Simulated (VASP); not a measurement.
Runs of VASP 6.6.1 on Ru. The structure is that of space group P6_3/mmc (No. 194), or close to it. The cells are those of the table. 

```tsv
potentials or basis	spin	cell	k mesh	cutoff (eV)	smearing	gap on the mesh (eV)	pressure (GPa)	moment (μB)
VASP PAW PBE potentials, release 64 (Ru_sv)	off	a = 2.706, b = 2.706, c = 4.258 Å, angles 90.0, 90.0, 120.0°, 2 atoms	3 × 3 × 2	620	fermi-dirac 0.1 eV	none	(b)	-
VASP PAW PBE potentials, release 64 (Ru_pv)	non-collinear, typed start, SOC	a = 2.706, b = 2.706, c = 4.255 Å, angles 90.0, 90.0, 120.0°, 2 atoms	13 × 13 × 8	550	fermi-dirac 0.05 eV	-	1.8	0.00
VASP PAW PBE potentials, release 64 (Ru_pv)	collinear, ferromagnetic start	a = 2.706, b = 2.706, c = 4.255 Å, angles 90.0, 90.0, 120.0°, 2 atoms	13 × 13 × 8	520	fermi-dirac 0.05 eV	none	1.5	0.00
VASP PAW PBE potentials, release 64 (Ru_sv)	off	a = 2.706, b = 2.706, c = 4.258 Å, angles 90.0, 90.0, 120.0°, 2 atoms	5 × 5 × 3	620	fermi-dirac 0.1 eV	none	-0.8	-
VASP PAW PBE potentials, release 64 (Ru_sv)	off	a = 2.706, b = 2.706, c = 4.258 Å, angles 90.0, 90.0, 120.0°, 2 atoms	2 × 2 × 1	620	fermi-dirac 0.1 eV	none	(a)	-
VASP PAW PBE potentials, release 64 (Ru_pv)	collinear, ferromagnetic start	a = 2.670, b = 2.670, c = 4.198 Å, angles 90.0, 90.0, 120.0°, 2 atoms	22 × 22 × 12	550	fermi-dirac 0.05 eV	none	17.1	0.00
```

Alike in all rows: task single point; level r2SCAN.

Question: Estimate the missing entries.

Answer: (a) 7.5; (b) 9.3.

Caveats: some runs use coarse meshes; the PAW data sets were made with another functional, which shifts forces and pressure a little; an empty level that is flat over the whole mesh can mark a ghost state of the potentials, or a narrow d or f band (at least some runs); the cell stands under pressure (at least some runs).

A k mesh can miss the band edges, and rows without SOC leave out spin-orbit coupling on Ru.

A gap of «none» marks levels without a gap at the run's occupations.

The runs don't all hold the same shells in valence.
